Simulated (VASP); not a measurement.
A run of VASP 6.6.1 is set up as follows.

Contents of INCAR:

```
ALGO     = Normal         # electronic algorithm
EDIFF    = 1E-6           # SCF threshold, eV
EDIFFG   = -0.01          # ionic threshold
ENCUT    = 600            # plane-wave cutoff, eV
GGA      = PS             # functional
IBRION   = 2              # ionic algorithm
ISIF     = 3              # what is computed and relaxed
ISMEAR   = -1             # smearing method
LASPH    = True           # aspherical terms in the spheres
LCHARG   = False          # write CHGCAR
LREAL    = False          # projectors in reciprocal space
LWAVE    = False          # write WAVECAR
NELM     = 60             # most SCF steps
NSW      = 100            # ionic steps
PREC     = Accurate       # precision mode
SIGMA    = 0.03           # smearing width, eV
```

KPOINTS

```
k-points
0
Gamma
  9 9 4
```

Contents of POSCAR:

```
SiGe
1.0
    3.4701608700      0.0000000000      0.0000000000
   -1.7350804350      3.0052474686      0.0000000000
    0.0000000000      0.0000000000      5.6563622181
Ge Si
2 2
Direct
    0.0000000000      0.0000000000      0.0000000000
    0.0000000000      0.0000000000      0.5000000000
    0.3333333333      0.6666666667      0.2500000000
    0.6666666667      0.3333333333      0.7500000000
```

Potentials or basis: VASP PAW PBE potentials, release 64 (Ge_d, Si).

Launch:

```sh
$ cat potpaw_PBE.64/Ge_d/POTCAR potpaw_PBE.64/Si/POTCAR > POTCAR
$ mpirun -np 1 vasp_std > vasp.out
```

**Question.** Predict the space group after relaxing (to 0.1 Å).

**Answer.** P6_3/mmc (No. 194).

**Question.** What does it give for the relaxed volume?

**Answer.** 17.67 Å³/atom.

**Question.** What does it give for the relaxed cell?

**Answer.** a = 3.637 Å, b = 3.637 Å, c = 6.168 Å, α = 90.00°, β = 90.00°, γ = 120.00°.

**Question.** Predict the band gap on the k mesh.

**Answer.** Zero (bands 18 and 19 overlap by 4.50 eV).

Step by step:
| step | energy change (eV) | largest force (eV/Å) | pressure (GPa) | volume (Å³) |
| --- | --- | --- | --- | --- |
| 1 | 0.0000 | 0.0000 | 25.03 | 58.99 |
| 2 | -0.5359 | 0.0000 | -8.50 | 80.87 |
| 3 | -0.8435 | 0.0000 | -0.30 | 71.17 |
| 4 | -0.8436 | 0.0000 | 0.00 | 70.91 |
| 5 | -0.8454 | 0.0000 | 0.07 | 70.80 |
| 6 | -0.8461 | 0.0000 | 0.07 | 70.71 |
| 7 | -0.8462 | 0.0000 | 0.04 | 70.68 |

Caveat: the volume moved by over 15 % at a fixed basis, so the end points are rough; the PAW data sets were made with another functional, which shifts forces and pressure a little.
